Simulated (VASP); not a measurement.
Set up this calculation in VASP 6.6.1, as the native input.

```yaml
Task: single point
Functional: PBEsol
Potentials_or_basis: VASP PAW PBE potentials, release 64 (Hf_pv)
Cutoff: 520 eV
k_mesh: 18 × 18 × 18
Occupations: gaussian, width 0.15 eV
Spin: no spin polarisation
Dipole_correction: no
Further_INCAR_settings: ALGO = Fast; EDIFF = 1e-07; NBANDS = 11
```

The structure of Hf lies in POSCAR:

```
Hf
1.0
   -1.8050000000      1.7779250000      1.7779250000
    1.8050000000     -1.8320750000      1.8320750000
    1.8050000000      1.8320750000     -1.8320750000
Hf
1
Direct
    0.0000000000      0.0000000000      0.0000000000
```

This cell differs from its parent crystal: strain -0.0300 x Voigt [0, 0, 0, 1, 0, 0].

The input as run:

INCAR

```
SYSTEM = Hf
PREC = Accurate ; ENCUT = 520
EDIFF = 1E-7 ; ISMEAR = 0
SIGMA = 0.15 ; LREAL = .False.
LASPH = .True. ; NELM = 80
ALGO = Fast ; ISIF = 2
LWAVE = .False. ; LCHARG = .False.
GGA = PS ; NBANDS = 11
```

KPOINTS

```
Automatic mesh
0
Gamma
  18 18 18
  0 0 0
```

Potentials or basis: VASP PAW PBE potentials, release 64 (Hf_pv).

Run with:

```console
$ cat potpaw_PBE.64/Hf_pv/POTCAR > POTCAR
$ mpirun -np 1 vasp_std > vasp.out
```

It gave:

The pressure is -9.3 GPa. The band gap on the k mesh is zero (band 5 reaches 5.46 eV, above the bottom of band 6 at 3.45 eV).

Caveat: the cell differs from its parent crystal (strain -0.0300 x Voigt [0, 0, 0, 1, 0, 0]); the PAW data sets were made with another functional, which shifts forces and pressure a little; spin-orbit coupling is left out, which moves the levels of the heavy elements.

It took 100 s on 1 thread of Intel(R) Xeon(R) Platinum 8375C CPU @ 2.90GHz (Ice Lake), on a shared host, peak memory 0.32 GiB.
